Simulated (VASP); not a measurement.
Here is a VASP 6.6.1 calculation.

Contents of POSCAR:

```
C
1.0
    0.0000000000      1.7789232039      1.7789232039
    1.7789232039      0.0000000000      1.7789232039
    1.7789232039      1.7789232039      0.0000000000
C
2
Direct
    0.0000000000      0.0000000000      0.0000000000
    0.2500000000      0.2500000000      0.2500000000
```

INCAR.step1

```
PREC = Accurate
ENCUT = 1430
ISMEAR = 0
SIGMA = 0.01
LREAL = F
LASPH = T
NELM = 120
NBANDS = 11
GGA = PE
ALGO = Normal
EDIFF = 1E-5
LWAVE = T
LCHARG = F
GGA_COMPAT = F
```

File INCAR.step2:

```
PREC = Accurate
ENCUT = 1430
EDIFF = 1E-6
ISMEAR = 0
SIGMA = 0.01
LREAL = F
LASPH = T
NELM = 120
ALGO = Normal
ISIF = 2
LWAVE = F
LCHARG = F
METAGGA = R2SCAN
LMIXTAU = T
LUSE_VDW = T
IVDW_NL = 2
BPARAM = 11.95
CPARAM = 0.0093
NBANDS = 11
ISTART = 1
GGA_COMPAT = F
```

Contents of KPOINTS:

```
Automatic mesh
0
Gamma
  10 10 10
```

Potentials or basis: VASP PAW PBE potentials, release 64 (C_h).

Command:

```bash
$ cat potpaw_PBE.64/C_h/POTCAR > POTCAR
$ cp INCAR.step1 INCAR
$ mpirun -np 1 vasp_std > vasp.out
$ cp INCAR.step2 INCAR
$ mpirun -np 1 vasp_std > vasp.out
```

(1) Estimate the pressure.

(2) What does it give for the band gap on the k mesh?

Answers

(1) -0.7 GPa.

(2) 4.38 eV (least direct gap 5.89 eV).

Caveat: the PAW data sets were made with another functional, which shifts forces and pressure a little.
